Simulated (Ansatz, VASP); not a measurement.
## Two plane-wave programs on CoO

The input INCAR:

```
PREC = Accurate ; ENCUT = 520
EDIFF = 1E-6 ; ISMEAR = 1
SIGMA = 0.1 ; LREAL = F
LASPH = T ; NELM = 150
ALGO = Normal ; ISIF = 2
LWAVE = F ; LCHARG = F
ISPIN = 2 ; MAGMOM = 1.8 -1.8 0 0
LORBIT = 11 ; LMAXMIX = 4
LDAU = T ; LDAUTYPE = 2
LDAUL = 2 -1 ; LDAUU = 4.5 0
LDAUJ = 0 0 ; LDAUPRINT = 1
GGA = PS ; NBANDS = 27
```

KPOINTS

```
Automatic mesh
0
Gamma
  8 8 8
```

Contents of POSCAR:

```
CoO
1.0
    1.6438545968      0.9490776898      5.2663223614
   -1.6438545968      0.9490776898      5.2663223614
    0.0000000000     -1.8981553797      5.2663223614
Co O
2 2
Direct
    0.9994900000      0.9994900000      0.9994900000
    0.4994900000      0.4994900000      0.4994900000
    0.3755000000      0.3755000000      0.3755000000
    0.8755300000      0.8755300000      0.8755300000
```

Input for Ansatz:

```yaml
crystal:
  lattice:
    - [1.6438545967706024, 0.949077689828287, 5.26632236144081]
    - [-1.6438545967706024, 0.949077689828287, 5.26632236144081]
    - [0.0, -1.898155379656574, 5.26632236144081]
  atoms:
    - { symbol: Co, position: [0.99949, 0.99949, 0.99949], spin: 1.8 }
    - { symbol: Co, position: [0.49949, 0.49949, 0.49949], spin: -1.8 }
    - { symbol: O, position: [0.3755, 0.3755, 0.3755] }
    - { symbol: O, position: [0.87553, 0.87553, 0.87553] }
basis:
  ecutwfc: 500.0
kpoints:
  mp_grid:
    grid: [8, 8, 8]
hamiltonian:
  xc: pbesol
  hubbard:
    - { species: Co, l: d, u_eff: 4.5 }
magnetization:
  spin_polarized: true
scf:
  occupations:
    method: cold
    width: 0.1
```

Alike in both runs: task single point; functional PBEsol; k mesh 8 × 8 × 8; collinear spin; Hubbard terms Co d U = 4.5 eV.

|  | VASP | Ansatz |
| --- | --- | --- |
| version | VASP 6.6.1 | Ansatz 0.2.0 |
| potentials or method | VASP PAW PBE potentials, release 64 (Co, O), cutoff 520 eV | plane waves, PAW |
| occupations | methfessel-paxton of order 1, width 0.1 eV | cold, width 0.1 eV |
| valence electrons in the cell | 30 | 46 |

```tsv
	VASP	Ansatz	Ansatz less VASP
net moment per atom (μB)	0.00	0.00	0.000
size of the moment on the site where the two differ most (μB)	2.69	2.43	-0.262
```

VASP's potentials were made for PBE, not for PBEsol. Site moments also hang on the region over which each program counts them. The programs project onto different local orbitals, so the same U acts differently, and such runs can settle in different states. VASP's potentials hold 30 valence electrons a cell and Ansatz's 46, so a difference there can come from the potentials and not from the codes. Ansatz's warnings: stability check not made, structure snapped to symmetry.
